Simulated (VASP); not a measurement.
## Ti3Se: single point with PBE+U

The system is Ti3Se.

```
Se Ti
1.0
     3.19745    0.00000    0.00000
    -1.59872    2.76907    0.00000
     0.00000    0.00000    7.94275
Se Ti
1 3
Direct
  0.00000 0.00000 0.00000
  0.66667 0.33333 0.50000
  0.33333 0.66667 0.77290
  0.33333 0.66667 0.22710
```

```yaml
Program: VASP 6.6.1
Task: single point
Functional: PBE
Potentials_or_basis: VASP PAW PBE potentials, release 64 (Se, Ti_sv)
Cutoff: 520 eV
k_mesh: 10 × 10 × 4
Occupations: fermi-dirac, width 0.05 eV
Spin: no spin polarisation
Hubbard_terms: Ti d U = 8.0 eV
```

```
Pressure               : 13.5 GPa
Largest force          : 0.132 eV/Å
Band gap on the k mesh : zero (band 21 reaches 9.70 eV, above the bottom of band 22 at 8.83 eV)
```

Forces on the atoms (eV/Å):
```
Se   0.000  0.000  0.000
Ti   0.000  0.000  0.000
Ti   0.000  0.000  0.132
Ti   0.000  0.000 -0.132
```

Stress tensor (GPa, compression positive):
```
11.36  0.00  0.00
 0.00 11.36  0.00
 0.00  0.00 17.85
```

Levels at points of the mesh, in eV from the Fermi level:
| k point | band 17 | band 18 | band 19 | band 20 | band 21 | band 22 | band 23 | band 24 | band 25 | band 26 |
| --- | --- | --- | --- | --- | --- | --- | --- | --- | --- | --- |
| (0.00, 0.00, 0.00) | -1.70 | -1.70 | -1.18 | 0.16 | 0.16 | 0.65 | 0.66 | 0.66 | 1.14 | 1.87 |
| (0.50, 0.00, 0.00) | -2.56 | -1.96 | -1.86 | -1.51 | -1.05 | 0.44 | 0.60 | 0.85 | 2.26 | 2.56 |
| (0.00, 0.00, 0.50) | -1.75 | -1.75 | -0.87 | 0.10 | 0.52 | 0.52 | 0.80 | 0.80 | 1.26 | 1.26 |
| (0.50, 0.00, 0.50) | -2.66 | -1.98 | -1.82 | -1.34 | -1.17 | 0.31 | 0.92 | 1.21 | 1.28 | 2.62 |

Eigenvalues of the final occupation matrices:
```tsv
site	spin	trace	eigenvalues
site 2 d	1	0.75	0.13 0.13 0.16 0.17 0.17
site 2 d	2	0.75	0.13 0.13 0.16 0.17 0.17
site 3 d	1	0.80	0.12 0.12 0.19 0.19 0.19
site 3 d	2	0.80	0.12 0.12 0.19 0.19 0.19
site 4 d	1	0.80	0.12 0.12 0.19 0.19 0.19
site 4 d	2	0.80	0.12 0.12 0.19 0.19 0.19
```

Wall time 2.3 min on 1 thread of Intel(R) Xeon(R) Platinum 8375C CPU @ 2.90GHz (Ice Lake), with other jobs on the host, peak memory 0.22 GiB.

Caveat: U without spin polarisation on a metal has little footing.
